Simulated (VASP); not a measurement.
# TaN (Fm-3m) in VASP: further runs

TaN is run at these levels: PBE; tasks: single point.

Program: VASP 6.6.1. These are calculated values, not measurements. Logs are shortened: lines on timing, memory, paths and dates and some standing lists are left out, and cuts for length are marked.

## 1. The cell of the first run

It takes space group Fm-3m (No. 225, cubic). Conventional cell: a = 4.358 Å, b = 4.358 Å, c = 4.358 Å, α = 90.00°, β = 90.00°, γ = 90.00°. Ta (site symmetry m-3m) has 6 N at 2.18 Å within 2.9 Å. Within 2.9 Å of N (site symmetry m-3m) lie 6 Ta at 2.18 Å.

## 2. Single point, PBE

INCAR

```
SYSTEM = TaN
PREC = Accurate ; ENCUT = 520
EDIFF = 1E-7 ; ISMEAR = 0
SIGMA = 0.1 ; LREAL = .False.
LASPH = .True. ; NELM = 100
ALGO = Normal ; ISIF = 2
LWAVE = .False. ; LCHARG = .False.
GGA = PE ; NBANDS = 15
```

KPOINTS

```
Automatic mesh
0
Gamma
  16 16 16
  0 0 0
```

POSCAR

```
TaN
1.0
    0.0000000000      2.1790000000      2.1790000000
    2.1790000000      0.0000000000      2.1790000000
    2.1790000000      2.1790000000      0.0000000000
Ta N
1 1
Direct
    0.5000000000      0.5000000000      0.5000000000
    0.0000000000      0.0000000000      0.0000000000
```

Potentials or basis: VASP PAW PBE potentials, release 64 (Ta_pv, N).

Launch:

```sh
cat potpaw_PBE.64/Ta_pv/POTCAR potpaw_PBE.64/N/POTCAR > POTCAR
mpirun -np 1 vasp_std > vasp.out
```

OUTCAR:

```text
SYSTEM = TaN
   PREC = Accurate
   ENCUT = 520
   EDIFF = 1E-7
   ISMEAR = 0
   LREAL = .False.
   LASPH = .True.
   NELM = 100
   ISIF = 2
   GGA = PE

 ion  position               nearest neighbor table
   1  0.500  0.500  0.500-   2 2.18   2 2.18   2 2.18   2 2.18   2 2.18   2 2.18
   2  0.000  0.000  0.000-   1 2.18   1 2.18   1 2.18   1 2.18   1 2.18   1 2.18

  LATTYP: Found a face centered cubic cell.
 ALAT       =     4.3580000000

  Lattice vectors:

 A1 = (   0.0000000000,   2.1790000000,   2.1790000000)
 A2 = (   2.1790000000,   0.0000000000,   2.1790000000)
 A3 = (   2.1790000000,   2.1790000000,   0.0000000000)

Analysis of symmetry for initial positions (statically):
=====================================================================
 Subroutine PRICEL returns:
 Original cell was already a primitive cell.

 Routine SETGRP: Setting up the symmetry group for a
 face centered cubic supercell.

 Subroutine GETGRP returns: Found 48 space group operations
 (whereof 48 operations were pure point group operations)
 out of a pool of 48 trial point group operations.

The static configuration has the point symmetry O_h .

Analysis of symmetry for dynamics (positions and initial velocities):
=====================================================================
 Subroutine PRICEL returns:
 Original cell was already a primitive cell.

 Routine SETGRP: Setting up the symmetry group for a
 face centered cubic supercell.

 Subroutine GETGRP returns: Found 48 space group operations
 (whereof 48 operations were pure point group operations)
 out of a pool of 48 trial point group operations.

The dynamic configuration has the point symmetry O_h .

 Subroutine INISYM returns: Found 48 space group operations
 (whereof 48 operations are pure point group operations),
 and found     1 'primitive' translations

----------------------------------------------------------------------------------------

                                     Primitive cell

  volume of cell :      20.6920

  direct lattice vectors                    reciprocal lattice vectors
     0.000000000  2.179000000  2.179000000    -0.229463056  0.229463056  0.229463056
     2.179000000  0.000000000  2.179000000     0.229463056 -0.229463056  0.229463056
     2.179000000  2.179000000  0.000000000     0.229463056  0.229463056 -0.229463056

  length of vectors
     3.081571352  3.081571352  3.081571352     0.397441672  0.397441672  0.397441672

  position of ions in fractional coordinates (direct lattice)
[... 83 lines left out ...]
   IBRION =     -1    ionic relax: 0-MD 1-quasi-New 2-CG
   NFREE  =      0    steps in history (QN), initial steepest desc. (CG)
   ISIF   =      2    stress and relaxation
   ISYM   =      2    0-nonsym 1-usesym 2-fastsym
   POTIM  = 0.5000    time-step for ionic-motion
   TEBEG  =    0.0;   TEEND  =   0.0 temperature during run
   PSTRESS=    0.0 pullay stress
   NELECT =      16.0000    total number of electrons
   NUPDOWN=      -1.0000    fix difference up-down
   EMIN   =  10.00;   EMAX   =-10.00  energy-range for DOS
   EFERMI =   0.00;   METHOD = LEGACY
   ISMEAR =     0;   SIGMA  =   0.10  broadening in eV -4-tet -1-fermi 0-gaus
   EFERMI_NEDOS =   21; number of points for ismear=-14 and -15
   IALGO  =     38    algorithm
   IMIX   =      4    mixing-type and parameters
     AMIX     =   0.40;   BMIX     =  1.00
     AMIX_MAG =   1.60;   BMIX_MAG =  1.00
  volume/ion in A,a.u.               =      10.35        69.82
  Fermi-wavevector in a.u.,A,eV,Ry     =   1.502615  2.839530 30.719922  2.257851
  Thomas-Fermi vector in A             =   2.613832
   LORBIT       =      0    0 simple, 1 ext, 2 COOP (PROOUT), +10 PAW based schemes
   GGA     = PE    functional components
   LHFCALC =     F    Hartree Fock is set to
   AEXX    =    0.0000 exact exchange contribution
   IVDW    =     0    specifies the selected vdW correction
   LEPSILON=     F    determine dielectric tensor
   LRPA    =     F    only Hartree local field effects (RPA)
 non-spin polarized calculation
 Gauss-broadening in eV      SIGMA  =   0.10
  energy-cutoff  :      520.00
  volume of cell :       20.69
 maximum number of plane-waves:       568
   NGX = 11   NGY = 11   NGZ = 11

 number of electron      16.0000000 magnetization

 Free energy of the ion-electron system (eV)
  ---------------------------------------------------
  ext. energy  EPLUGINS =         0.00000000
  ---------------------------------------------------
  free energy    TOTEN  =       -21.78341944 eV

  energy without entropy =      -21.77787492  energy(sigma->0) =      -21.78064718

 E-fermi :   9.8533     XC(G=0): -13.5895

 val. band max:        9.8384578903   @ k =  -0.3125   0.3750   0.1875
 cond. band min:       9.8549480414   @ k =  -0.3125   0.3125   0.1250
 fundamental gap:      0.0164901511
 Fermi energy:         9.8533020079

 k-point     1 :       0.0000    0.0000    0.0000
  band No.  band energies     occupation
      1     -25.8644      2.00000
      2     -25.8644      2.00000
      3     -25.8644      2.00000
      4      -9.2321      2.00000
      5       5.9522      2.00000
      6       5.9522      2.00000
      7       5.9522      2.00000
      8       7.6767      2.00000
      9       7.6767      2.00000
     10       7.6767      2.00000
     11       9.9302      0.27684
     12       9.9302      0.27684
     13      11.6159      0.00000
     14      19.2754      0.00000
[... 401 lines left out ...]
      2     -25.8888      2.00000
      3     -25.8666      2.00000
      4      -8.9701      2.00000
      5       4.7211      2.00000
      6       5.0331      2.00000
      7       5.3879      2.00000
      8       7.8570      2.00000
      9       8.0829      2.00000
     10       8.4073      2.00000
     11      10.3765      0.00000
     12      11.2553      0.00000
     13      12.4144      0.00000
     14      20.0680      0.00000
     15      22.2848      0.00000

 [... further k-points ...]
[... 5 lines left out ...]
  --------------------------------------------------------------------------------------
  -------------------------------------------------------------------------------------
  Total        2.0117578      2.0117578      2.0117578     -0.0000000     -0.0000000     -0.0000000
  in kB      155.7702765    155.7702765    155.7702765     -0.0000000     -0.0000000     -0.0000000
  external PRESSURE =     155.7702765 kB  Pullay stress =       0.0000000 kB

 VOLUME and BASIS-vectors are now :
 -----------------------------------------------------------------------------
  energy-cutoff  :      520.00
  volume of cell :       20.69
      direct lattice vectors                 reciprocal lattice vectors
     0.000000000  2.179000000  2.179000000    -0.229463056  0.229463056  0.229463056
     2.179000000  0.000000000  2.179000000     0.229463056 -0.229463056  0.229463056
     2.179000000  2.179000000  0.000000000     0.229463056  0.229463056 -0.229463056

 POSITION                                       TOTAL-FORCE (eV/Angst)
 -----------------------------------------------------------------------------------
      2.17900      2.17900      2.17900        -0.000000     -0.000000     -0.000000
      0.00000      0.00000      0.00000         0.000000      0.000000      0.000000
 -----------------------------------------------------------------------------------
    total drift:                                0.000000     -0.000000     -0.000000

  FREE ENERGIE OF THE ION-ELECTRON SYSTEM (eV)
  ---------------------------------------------------
  free  energy   TOTEN  =       -21.7834194444 eV

  energy  without entropy=      -21.7778749188  energy(sigma->0) =      -21.78064718
```

OSZICAR:

```text
N       E                     dE             d eps       ncg     rms          rms(c)
DAV:   1     0.888039747843E+02    0.88804E+02   -0.87561E+03  4372   0.114E+03
DAV:   2    -0.220761291215E+02   -0.11088E+03   -0.10482E+03  5477   0.302E+02
DAV:   3    -0.248057861484E+02   -0.27297E+01   -0.27160E+01  4854   0.443E+01
DAV:   4    -0.248157957305E+02   -0.10010E-01   -0.10007E-01  5723   0.289E+00
DAV:   5    -0.248158603697E+02   -0.64639E-04   -0.64638E-04  4883   0.207E-01    0.256E+01
DAV:   6    -0.218677131143E+02    0.29481E+01   -0.54027E+00  5220   0.266E+01    0.106E+01
DAV:   7    -0.218160709931E+02    0.51642E-01   -0.52442E-01  4994   0.598E+00    0.737E+00
DAV:   8    -0.217901333091E+02    0.25938E-01   -0.13203E-01  5064   0.311E+00    0.179E+00
DAV:   9    -0.217834808232E+02    0.66525E-02   -0.17691E-02  4896   0.110E+00    0.309E-01
DAV:  10    -0.217834563277E+02    0.24496E-04   -0.12833E-03  5050   0.375E-01    0.568E-02
DAV:  11    -0.217834200660E+02    0.36262E-04   -0.71099E-05  4945   0.101E-01    0.212E-02
DAV:  12    -0.217834198772E+02    0.18887E-06   -0.70545E-06  4924   0.253E-02    0.711E-03
DAV:  13    -0.217834194074E+02    0.46977E-06   -0.20494E-07  4955   0.435E-03    0.280E-03
DAV:  14    -0.217834194444E+02   -0.37000E-07   -0.19836E-08  2637   0.134E-03
   1 F= -.21783419E+02 E0= -.21780647E+02  d E =-.554453E-02
```

Wall time 18 s (1 thread of Intel Xeon 6975P-C, shared host); peak memory 0.17 GiB.

Results:

- Free energy: -21.7834 eV
- Pressure: 15.6 GPa
- Band gap on the k mesh: zero (band 8 reaches 11.85 eV, above the bottom of band 9 at 7.68 eV)

Levels at points of the mesh, in eV from the Fermi level:
| k point | band 6 | band 7 | band 8 | band 9 | band 10 | band 11 |
| --- | --- | --- | --- | --- | --- | --- |
| (0.00, 0.00, 0.00) | -3.90 | -3.90 | -2.18 | -2.18 | -2.18 | 0.08 |
| (0.50, 0.00, 0.00) | -7.78 | -7.78 | 1.99 | 1.99 | 2.09 | 3.92 |
| (0.50, 0.50, 0.00) | -5.65 | -4.70 | -4.70 | 2.21 | 3.71 | 3.71 |

Caveat: spin-orbit coupling is left out, which moves the levels of the heavy elements.

(Continued in part 2 of 2.)
